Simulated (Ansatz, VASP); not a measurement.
# NaSrCl3: VASP beside Ansatz

Contents of POSCAR:

```
NaSrCl3
1.0
    5.6252683343      0.0000000000      0.0000000000
    0.0000000000      5.6252683343      0.0000000000
    0.0000000000      0.0000000000      5.4002576009
Na Sr Cl
1 1 3
Direct
    0.0000000000      0.0000000000      0.0000000000
    0.5000000000      0.5000000000      0.5000000000
    0.5000000000      0.5000000000      0.0000000000
    0.5000000000      0.0000000000      0.5000000000
    0.0000000000      0.5000000000      0.5000000000
```

INCAR.step1

```
PREC = Accurate
ENCUT = 520
ISMEAR = 0
SIGMA = 0.01
LREAL = F
LASPH = T
NELM = 60
NBANDS = 27
GGA = PE
ALGO = Normal
EDIFF = 1E-4
LWAVE = T
LCHARG = F
```

The input INCAR.step2:

```
PREC = Accurate
ENCUT = 520
EDIFF = 1E-7
ISMEAR = 0
SIGMA = 0.01
LREAL = F
LASPH = T
NELM = 60
ALGO = Normal
ISIF = 2
LWAVE = F
LCHARG = F
METAGGA = R2SCAN
LMIXTAU = T
NBANDS = 27
ISTART = 1
```

KPOINTS

```
regular mesh
0
Gamma
  4 4 4
```

Input for Ansatz:

```yaml
crystal:
  lattice:
    - [5.6252683343, 0.0, 0.0]
    - [0.0, 5.6252683343, 0.0]
    - [0.0, 0.0, 5.4002576009]
  atoms:
    - { symbol: Na, position: [0.0, 0.0, 0.0] }
    - { symbol: Sr, position: [0.5, 0.5, 0.5] }
    - { symbol: Cl, position: [0.5, 0.5, 0.0] }
    - { symbol: Cl, position: [0.5, 0.0, 0.5] }
    - { symbol: Cl, position: [0.0, 0.5, 0.5] }
kpoints:
  mp_grid: { grid: [4, 4, 4] }
  band_path:
    path: [[0.0, 0.0, 0.0], [0.0, 0.5, 0.0], [0.5, 0.5, 0.0], [0.5, 0.5, 0.5]]
    npoints: 1
hamiltonian:
  xc: r2scan
scf:
  occupations: { method: fixed }
  n_extra_bands: 5
output:
  forces: true
  stress: true
  eigenvalues: true
```

Change from the starting cell: uniaxial_z strain -4.0%.

Alike in both runs: task single point; functional r2SCAN; k mesh 4 × 4 × 4; no spin polarisation.

|  | VASP | Ansatz |
| --- | --- | --- |
| version | VASP 6.6.1 | Ansatz 0.2.0 |
| potentials or method | VASP PAW PBE potentials, release 64 (Na_pv, Sr_sv, Cl) | plane waves, PAW |
| plane-wave cutoff (eV) | 520 | 500 |
| occupations | gaussian, width 0.01 eV | fixed |
| valence electrons in the cell | 38 | 40 |

|  | VASP | Ansatz | Ansatz less VASP |
| --- | --- | --- | --- |
| gap on the k mesh at the Fermi level (eV) | 4.42 | 4.41 | -0.007 |
| pressure (GPa) | 1.1 | 1.1 | -0.03 |
| traceless stress, the component that is largest in VASP (GPa) | 1.78 | 1.75 | -0.031 |

VASP's potentials were made for PBE, not for r2SCAN. VASP's potentials hold 38 valence electrons a cell and Ansatz's 40, so a difference there can come from the potentials and not from the codes.
